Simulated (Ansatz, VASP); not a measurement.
# One calculation of BaHfO3, two programs

POSCAR

```
BaHfO3
1.0
    4.2047350799      0.0000000000      0.0000000000
    0.0000000000      4.2047350799      0.0000000000
    0.0000000000      0.0000000000      4.2047999900
Ba Hf O
1 1 3
Direct
    0.5000000000      0.5000000000      0.9979290019
    0.0000000000      0.0000000000      0.4979850347
    0.0000000000      0.5000000000      0.4980384735
    0.5000000000      0.0000000000      0.4980384735
    0.0000000000      0.0000000000      0.9980300164
```

INCAR.step1

```
ALGO     = Normal         # electronic algorithm
EDIFF    = 1E-4           # SCF threshold, eV
ENCUT    = 600            # plane-wave cutoff, eV
GGA      = PE             # functional
ISMEAR   = 0              # smearing method
LASPH    = True           # aspherical terms in the spheres
LCHARG   = False          # write CHGCAR
LREAL    = False          # projectors in reciprocal space
LWAVE    = True           # write WAVECAR
NELM     = 100            # most SCF steps
PREC     = Accurate       # precision mode
SIGMA    = 0.02           # smearing width, eV
```

Contents of INCAR.step2:

```
ALGO     = Normal         # electronic algorithm
EDIFF    = 1E-6           # SCF threshold, eV
EDIFFG   = -0.02          # ionic threshold
ENCUT    = 600            # plane-wave cutoff, eV
IBRION   = 2              # ionic algorithm
ISIF     = 3              # what is computed and relaxed
ISMEAR   = 0              # smearing method
ISTART   = 1            
LASPH    = True           # aspherical terms in the spheres
LCHARG   = False          # write CHGCAR
LMIXTAU  = True         
LREAL    = False          # projectors in reciprocal space
LWAVE    = False          # write WAVECAR
METAGGA  = R2SCAN         # meta-GGA
NELM     = 100            # most SCF steps
NSW      = 70             # ionic steps
PREC     = Accurate       # precision mode
SIGMA    = 0.02           # smearing width, eV
```

Contents of KPOINTS:

```
k-points
0
Gamma
  6 6 6
```

Input for Ansatz:

```yaml
crystal:
  lattice:
    - [4.2047350799, 0.0, 0.0]
    - [0.0, 4.2047350799, 0.0]
    - [0.0, 0.0, 4.20479999]
  atoms:
    - { symbol: Ba, position: [0.5, 0.5, 0.9979290019] }
    - { symbol: Hf, position: [0.0, 0.0, 0.4979850347] }
    - { symbol: O, position: [0.0, 0.5, 0.4980384735] }
    - { symbol: O, position: [0.5, 0.0, 0.4980384735] }
    - { symbol: O, position: [0.0, 0.0, 0.9980300164] }
basis:
  ecutwfc: 500
kpoints:
  mp_grid: { grid: [6, 6, 6] }
hamiltonian:
  xc: r2scan
scf:
  occupations: { method: gaussian, width: 0.02 }
output:
  forces: true
  stress: true
  eigenvalues: true
relax:
  adjacent_minimum: "off"
  f_tol: 0.02
  max_steps: 50
  cell: { stress_tol: 0.1 }
```

Alike in both runs: task relaxation of cell and atoms; functional r2SCAN; k mesh 6 × 6 × 6; occupations gaussian, width 0.02 eV; no spin polarisation.

```csv
,VASP,Ansatz
version,VASP 6.6.1,Ansatz 0.2.0
potentials or method,"VASP PAW PBE potentials, release 64 (Ba_sv, Hf_pv, O), cutoff 600 eV","scalar-relativistic, plane waves, PAW"
valence electrons in the cell,38,54
```

```csv
,VASP,Ansatz,Ansatz less VASP
"gap on the k mesh at the Fermi level, each at its own relaxed structure (eV)",4.12,4.19,+0.069
relaxed volume (Å³/atom),14.50,14.58,+0.082
relaxed cell length with the largest relative difference (Å),4.170,4.178,+0.0078
```

VASP's potentials were made for PBE, not for r2SCAN. VASP's potentials hold 38 valence electrons a cell and Ansatz's 54, so a difference there can come from the potentials and not from the codes.

Spin-orbit coupling is off throughout.
